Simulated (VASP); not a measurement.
# Cu3Ge in VASP: further runs

Cu3Ge is run at these levels: PBEsol; tasks: single point.

All numbers are computed with VASP 6.6.1; they aren't measurements. Logs are shortened: lines on timing, memory, paths and dates and some standing lists are left out, and cuts for length are marked.

### Step 1. The cell of the first run

The cell holds a disordered packing, 16 atoms: a = 5.814 Å, b = 6.039 Å, c = 6.264 Å, α = 91.97°, β = 92.72°, γ = 85.77°.

### Step 2. Single point, PBEsol

Input file INCAR:

```
SYSTEM = Cu3Ge
PREC = Accurate ; ENCUT = 410
EDIFF = 1E-6 ; ISMEAR = -1
SIGMA = 0.1663 ; LREAL = Auto
LASPH = .True. ; NELM = 120
ALGO = Normal ; ISIF = 2
LWAVE = .False. ; LCHARG = .True.
GGA = PS ; LELF = .True.
LVHAR = .True. ; NBANDS = 108
ISYM = -1 ; GGA_COMPAT = .False.
```

Input file KPOINTS:

```
explicit points
1
Reciprocal
  0.25000000   0.25000000   0.25000000 1
```

Input file POSCAR:

```
Cu3Ge
1.0
    5.8084680000      0.2175700000     -0.1413800000
    0.2175700000      6.0343640000     -0.1031110000
   -0.1413800000     -0.1031110000      6.2614650000
Cu Ge
12 4
Direct
    0.5100752743      0.8297684359      0.8979532259
    0.8285315569      0.6178399483      0.7505479766
    0.2301286773      0.6735170093      0.7163046675
    0.7389578284      0.6577434994      0.1669341676
    0.9824999791      0.8696116094      0.9644510302
    0.7961955724      0.2088696053      0.7671683678
    0.7576047063      0.1241535051      0.1613649115
    0.4883197797      0.3885130832      1.0393662862
    0.5319463690      0.4607038352      0.4671296910
    0.1783087627      0.1272180475      0.7216266278
    0.2741744630      0.7078548825      0.2307722570
    0.0186791723      0.3903042461      1.0522341852
   -0.0330903033      0.3641191624      0.4239810306
    0.5269999480      0.9037024885      0.4726473629
    0.9648476288      0.8904848623      0.4576203720
    0.3014738304      0.0767436304      0.0948168652
```

Potentials or basis: VASP PAW PBE potentials, release 64 (Cu, Ge_d).

Run with:

```bash
$ cat potpaw_PBE.64/Cu/POTCAR potpaw_PBE.64/Ge_d/POTCAR > POTCAR
$ mpirun -np 1 vasp_std > vasp.out
```

OUTCAR:

```text
SYSTEM = Cu3Ge
   PREC = Accurate
   ENCUT = 410
   EDIFF = 1E-6
   ISMEAR = -1
   LREAL = Auto
   LASPH = .True.
   NELM = 120
   ISIF = 2
   GGA = PS
   ISYM = -1

 ion  position               nearest neighbor table
   1  0.510  0.830  0.898-   3 2.19  16 2.23   4 2.32   2 2.38  11 2.70  14 2.72  10 2.76   5 2.79

   2  0.829  0.618  0.751-   5 2.20   1 2.38   3 2.40   6 2.50  12 2.54   9 2.62  13 2.63   4 2.68
                            15 2.69
   3  0.230  0.674  0.716-   1 2.19   5 2.39   2 2.40  15 2.52   9 2.64  10 2.73  14 2.83
   4  0.739  0.658  0.167-   1 2.32  12 2.33   8 2.36   5 2.41  15 2.62   9 2.64  13 2.67  14 2.67
                             2 2.68  11 2.74
   5  0.982  0.870  0.964-   2 2.20   7 2.31   3 2.39  16 2.41   4 2.41  11 2.49   6 2.57  10 2.57
                             1 2.79
   6  0.796  0.209  0.767-  10 2.27  12 2.43   2 2.50   7 2.56   5 2.57  13 2.64   8 2.68   9 2.79
                            15 2.84
   7  0.758  0.124  0.161-   8 2.28   5 2.31  12 2.43  13 2.49   6 2.56  15 2.57  16 2.70  14 2.84

   8  0.488  0.389  0.039-   7 2.28  16 2.29   4 2.36  11 2.52   6 2.68   9 2.70  12 2.73
   9  0.532  0.461  0.467-  11 2.51  13 2.58   2 2.62   3 2.64   4 2.64  14 2.67   8 2.70   6 2.79

  10  0.178  0.127  0.722-   6 2.27  16 2.43  15 2.49   5 2.57  13 2.60  12 2.72   3 2.73   1 2.76
                            14 2.85
  11  0.274  0.708  0.231-  14 2.40  16 2.43   5 2.49   9 2.51  15 2.51   8 2.52  12 2.69   1 2.70
                             4 2.74
  12  0.019  0.390  0.052-   4 2.33  13 2.37   7 2.43  16 2.43   6 2.43   2 2.54  11 2.69  10 2.72
                             8 2.73
  13  0.967  0.364  0.424-  12 2.37   7 2.49   9 2.58  10 2.60   2 2.63   6 2.64   4 2.67  15 2.88

  14  0.527  0.904  0.473-  11 2.40  15 2.55   9 2.67   4 2.67   1 2.72   3 2.83   7 2.84  16 2.84
                            10 2.85
  15  0.965  0.890  0.458-  10 2.49  11 2.51   3 2.52  14 2.55   7 2.57   4 2.62   2 2.69   6 2.84
                            13 2.88
  16  0.301  0.077  0.095-   1 2.23   8 2.29   5 2.41  12 2.43  11 2.43  10 2.43   7 2.70  14 2.84

IMPORTANT INFORMATION: All symmetrisations will be switched off!
NOSYMM: (Re-)initialisation of all symmetry stuff for point group C_1.

----------------------------------------------------------------------------------------

                                     Primitive cell

  volume of cell :     218.9945

  direct lattice vectors                    reciprocal lattice vectors
     5.808468000  0.217570000 -0.141380000     0.172485284 -0.006154169  0.003793267
     0.217570000  6.034364000 -0.103111000    -0.006154169  0.165983768  0.002594389
    -0.141380000 -0.103111000  6.261465000     0.003793267  0.002594389  0.159835406

  length of vectors
     5.814260530  6.039165296  6.263909652     0.172636717  0.166118078  0.159901460

  position of ions in fractional coordinates (direct lattice)
     0.510075274  0.829768436  0.897953226
     0.828531557  0.617839948  0.750547977
     0.230128677  0.673517009  0.716304667
     0.738957828  0.657743499  0.166934168
     0.982499979  0.869611609  0.964451030
     0.796195572  0.208869605  0.767168368
     0.757604706  0.124153505  0.161364912
     0.488319780  0.388513083  0.039366286
     0.531946369  0.460703835  0.467129691
     0.178308763  0.127218048  0.721626628
     0.274174463  0.707854883  0.230772257
     0.018679172  0.390304246  0.052234185
     0.966909697  0.364119162  0.423981031
     0.526999948  0.903702489  0.472647363
     0.964847629  0.890484862  0.457620372
     0.301473830  0.076743630  0.094816865

  ion indices of the primitive-cell ions
   primitive index   ion index
                 1           1
                 2           2
                 3           3
                 4           4
                 5           5
                 6           6
                 7           7
                 8           8
                 9           9
                10          10
                11          11
                12          12
                13          13
                14          14
                15          15
                16          16

----------------------------------------------------------------------------------------

 KPOINTS: explicit points

Read explicit list of k-points.

 Found      1 k-points:

 Following reciprocal coordinates:
            Coordinates               Weight
  0.250000  0.250000  0.250000      1.000000
   k-points           NKPTS =      1   k-points in BZ     NKDIM =      1   number of bands    NBANDS=    108
   number of dos      NEDOS =    301   number of ions     NIONS =     16
   total plane-waves  NPLWV =  67200
   dimension x,y,z NGX =    40 NGY =   40 NGZ =   42
   dimension x,y,z NGXF=    80 NGYF=   80 NGZF=   84
   ions per type =              12   4
   NGX,Y,Z   is equivalent  to a cutoff of  11.44, 11.01, 11.15 a.u.
   NGXF,Y,Z  is equivalent  to a cutoff of  22.87, 22.02, 22.29 a.u.
 SYSTEM =  Cu3Ge
   PREC   = accura    normal or accurate (medium, high low for compatibility)
   ISTART =      0    job   : 0-new  1-cont  2-samecut
   ICHARG =      2    charge: 1-file 2-atom 10-const
   ISPIN  =      1    spin polarized calculation?
   LNONCOLLINEAR =      F non collinear calculations
   LSORBIT =      F    spin-orbit coupling
   LASPH  =      T    aspherical Exc in radial PAW
   ENCUT  =  410.0 eV  30.13 Ry    5.49 a.u.   9.60  9.97 10.34*2*pi/ulx,y,z
   NELM   =    120;   NELMIN=  2; NELMDL= -5     # of ELM steps
   EDIFF  = 0.1E-05   stopping-criterion for ELM
   LREAL  =      T    real-space projection
   EDIFFG = 0.1E-04   stopping-criterion for IOM
   NSW    =      0    number of steps for IOM
   IBRION =     -1    ionic relax: 0-MD 1-quasi-New 2-CG
   NFREE  =      0    steps in history (QN), initial steepest desc. (CG)
   ISIF   =      2    stress and relaxation
   ISYM   =     -1    0-nonsym 1-usesym 2-fastsym
   POTIM  = 0.5000    time-step for ionic-motion
   TEBEG  =    0.0;   TEEND  =   0.0 temperature during run
   PSTRESS=    0.0 pullay stress
   NELECT =     188.0000    total number of electrons
   NUPDOWN=      -1.0000    fix difference up-down
   EMIN   =  10.00;   EMAX   =-10.00  energy-range for DOS
   EFERMI =   0.00;   METHOD = LEGACY
   ISMEAR =    -1;   SIGMA  =   0.17  broadening in eV -4-tet -1-fermi 0-gaus
   EFERMI_NEDOS =   21; number of points for ismear=-14 and -15
   IALGO  =     38    algorithm
   IMIX   =      4    mixing-type and parameters
     AMIX     =   0.40;   BMIX     =  1.00
     AMIX_MAG =   1.60;   BMIX_MAG =  1.00
  volume/ion in A,a.u.               =      13.69        92.37
  Fermi-wavevector in a.u.,A,eV,Ry     =   1.555905  2.940234 32.937529  2.420840
  Thomas-Fermi vector in A             =   2.659778
   LORBIT       =      0    0 simple, 1 ext, 2 COOP (PROOUT), +10 PAW based schemes
   GGA     = PS    functional components
   LHFCALC =     F    Hartree Fock is set to
   AEXX    =    0.0000 exact exchange contribution
   IVDW    =     0    specifies the selected vdW correction
   LEPSILON=     F    determine dielectric tensor
   LRPA    =     F    only Hartree local field effects (RPA)
 non-spin polarized calculation
  energy-cutoff  :      410.00
  volume of cell :      218.99
 maximum number of plane-waves:      4137
 NGX is ok and might be reduce to    40
   NGX = 19   NGY = 19   NGZ = 21

 number of electron     188.0000003 magnetization

 Free energy of the ion-electron system (eV)
  ---------------------------------------------------
  ext. energy  EPLUGINS =         0.00000000
  ---------------------------------------------------
  free energy    TOTEN  =       -67.64571296 eV

  energy without entropy =      -67.15666050  energy(sigma->0) =      -67.40118673

 E-fermi :   7.0293     XC(G=0): -12.2838

 val. band max:        6.8144657723   @ k =   0.2500   0.2500   0.2500
 cond. band min:       7.2243845725   @ k =   0.2500   0.2500   0.2500
 fundamental gap:      0.4099188002
 Fermi energy:         7.0292609785

 k-point     1 :       0.2500    0.2500    0.2500
  band No.  band energies     occupation
      1     -17.6065      2.00000
      2     -17.5891      2.00000
      3     -17.5741      2.00000
      4     -17.5597      2.00000
      5     -17.5407      2.00000
      6     -17.5317      2.00000
      7     -17.5284      2.00000
      8     -17.5242      2.00000
      9     -17.5137      2.00000
     10     -17.5042      2.00000
     11     -17.4907      2.00000
     12     -17.4895      2.00000
     13     -17.4575      2.00000
     14     -17.4499      2.00000
     15     -17.4376      2.00000
     16     -17.4250      2.00000
     17     -17.4227      2.00000
     18     -17.4137      2.00000
     19     -17.4012      2.00000
     20     -17.3863      2.00000
     21      -4.3312      2.00000
     22      -3.0218      2.00000
     23      -2.3452      2.00000
     24      -1.2476      2.00000
     25       0.0076      2.00000
     26       1.0157      2.00000
     27       1.3771      2.00000
     28       1.6109      2.00000
     29       1.9006      2.00000
     30       2.0485      2.00000
     31       2.2370      2.00000
     32       2.3380      2.00000
     33       2.4802      2.00000
     34       2.5780      2.00000
     35       2.6487      2.00000
     36       2.7658      2.00000
     37       2.8240      2.00000
     38       2.9143      2.00000
     39       2.9341      2.00000
     40       3.0373      2.00000
     41       3.0611      2.00000
     42       3.1373      2.00000
     43       3.1540      2.00000
     44       3.2474      2.00000
     45       3.2654      2.00000
     46       3.3609      2.00000
     47       3.3876      2.00000
     48       3.4369      2.00000
     49       3.4735      2.00000
     50       3.4945      2.00000
     51       3.5782      2.00000
     52       3.6204      2.00000
     53       3.6950      2.00000
     54       3.7459      2.00000
     55       3.8072      2.00000
     56       3.8572      2.00000
     57       3.9328      2.00000
     58       3.9942      2.00000
     59       4.0176      2.00000
     60       4.1005      2.00000
     61       4.1316      2.00000
     62       4.1931      2.00000
     63       4.1965      2.00000
     64       4.2547      2.00000
     65       4.2949      2.00000
     66       4.3509      2.00000
     67       4.3935      2.00000
     68       4.4531      2.00000
     69       4.4842      2.00000
     70       4.5155      2.00000
     71       4.5635      2.00000
     72       4.6122      2.00000
     73       4.6502      2.00000
     74       4.6869      2.00000
     75       4.7464      2.00000
     76       4.8086      2.00000
     77       4.8266      2.00000
     78       4.8718      2.00000
     79       4.8957      1.99999
     80       4.9504      1.99999
     81       4.9689      1.99999
     82       5.0332      1.99999
     83       5.0545      1.99999
     84       5.0785      1.99998
     85       5.1404      1.99998
     86       5.2117      1.99996
     87       5.3020      1.99994
     88       5.3804      1.99990
     89       5.5263      1.99976
     90       5.6810      1.99940
     91       6.0666      1.99389
     92       6.3806      1.96034
     93       6.4432      1.94272
     94       6.8145      1.56884
     95       7.2244      0.47251
     96       7.6134      0.05790
     97       8.0310      0.00483
     98       8.6840      0.00010
     99       9.3083      0.00000
    100       9.7184      0.00000
    101      10.2388      0.00000
    102      10.3620      0.00000
    103      10.8045      0.00000
    104      11.0665      0.00000
    105      11.4635      0.00000
    106      11.6238      0.00000
 [bands above 106 left out]

------------------------ aborting loop because EDIFF is reached ----------------------------------------

  FORCE on cell =-STRESS in cart. coord.  units (eV):
  Direction    XX          YY          ZZ          XY          YZ          ZX
  --------------------------------------------------------------------------------------
  -------------------------------------------------------------------------------------
  Total        2.5123215     -2.3330074     -0.2246840      1.1638616     10.0690753      4.5542005
  in kB       18.3803005    -17.0684274     -1.6438020      8.5148839     73.6659817     33.3188144
  external PRESSURE =      -0.1106429 kB  Pullay stress =       0.0000000 kB

 VOLUME and BASIS-vectors are now :
 -----------------------------------------------------------------------------
  energy-cutoff  :      410.00
  volume of cell :      218.99
      direct lattice vectors                 reciprocal lattice vectors
     5.808468000  0.217570000 -0.141380000     0.172485284 -0.006154169  0.003793267
     0.217570000  6.034364000 -0.103111000    -0.006154169  0.165983768  0.002594389
    -0.141380000 -0.103111000  6.261465000     0.003793267  0.002594389  0.159835406

 POSITION                                       TOTAL-FORCE (eV/Angst)
 -----------------------------------------------------------------------------------
      3.01634      5.02551      5.46483         1.304786      0.442231     -0.532846
      4.84081      3.83115      4.51869        -0.905036     -1.274055     -1.044642
      1.38196      4.04046      4.38313        -0.437510     -1.282306     -1.048293
      4.41172      4.11263      0.87296        -0.042793      0.150828      0.854931
      5.75967      5.36187      5.81030         0.593299      0.597889      0.154844
      4.56166      1.35452      4.66950        -1.424652     -0.122832     -0.088806
      4.40472      0.89738      0.89047        -0.434645     -0.614870      0.778489
      2.91535      2.44661      0.13739        -0.480139      1.299046     -1.080933
      3.12399      2.84762      2.80221         0.112329     -0.129235     -0.093765
      0.96136      0.73207      4.48011         1.392205      0.252263     -0.541638
      1.71391      4.30731      1.33322        -0.130833     -0.595709     -0.173607
      0.18603      2.35392      0.28418         1.179907      0.341632     -0.568156
      5.63554      2.36388      2.48050        -0.067842      0.337331      1.224740
      3.19086      5.51919      2.79178        -0.211162      0.288493      1.235925
      5.73333      5.53625      2.63715         0.078601     -0.371692      0.019977
      1.75439      0.51891      0.54316        -0.526515      0.680985      0.903781
 -----------------------------------------------------------------------------------
    total drift:                                0.002807     -0.004955      0.007521

  FREE ENERGIE OF THE ION-ELECTRON SYSTEM (eV)
  ---------------------------------------------------
  free  energy   TOTEN  =       -67.6457129597 eV

  energy  without entropy=      -67.1566605037  energy(sigma->0) =      -67.40118673
```

Run time: 2.1 min. Hardware: 1 thread of Intel Xeon Platinum 8375C at 2.90GHz (Ice Lake), shared host; peak memory 0.24 GiB.

What came out:

```
Free energy   : -67.6457 eV
Pressure      : 0.0 GPa
Largest force : 1.880 eV/Å
```

Forces in eV/Å, atoms in the order of the input:
```
Cu   1.305  0.442 -0.533
Cu  -0.905 -1.274 -1.045
Cu  -0.438 -1.282 -1.048
Cu  -0.043  0.151  0.855
Cu   0.593  0.598  0.155
Cu  -1.425 -0.123 -0.089
Cu  -0.435 -0.615  0.778
Cu  -0.480  1.299 -1.081
Cu   0.112 -0.129 -0.094
Cu   1.392  0.252 -0.542
Cu  -0.131 -0.596 -0.174
Cu   1.180  0.342 -0.568
Ge  -0.068  0.337  1.225
Ge  -0.211  0.288  1.236
Ge   0.079 -0.372  0.020
Ge  -0.527  0.681  0.904
```

Stress tensor (GPa, compression positive):
```
 1.84  0.85  3.33
 0.85 -1.71  7.37
 3.33  7.37 -0.16
```

Caveat: the atoms stand as in a frame of molecular dynamics; the PAW data sets were made with another functional, which shifts forces and pressure a little.

(Part 1 of 2 ends here.)
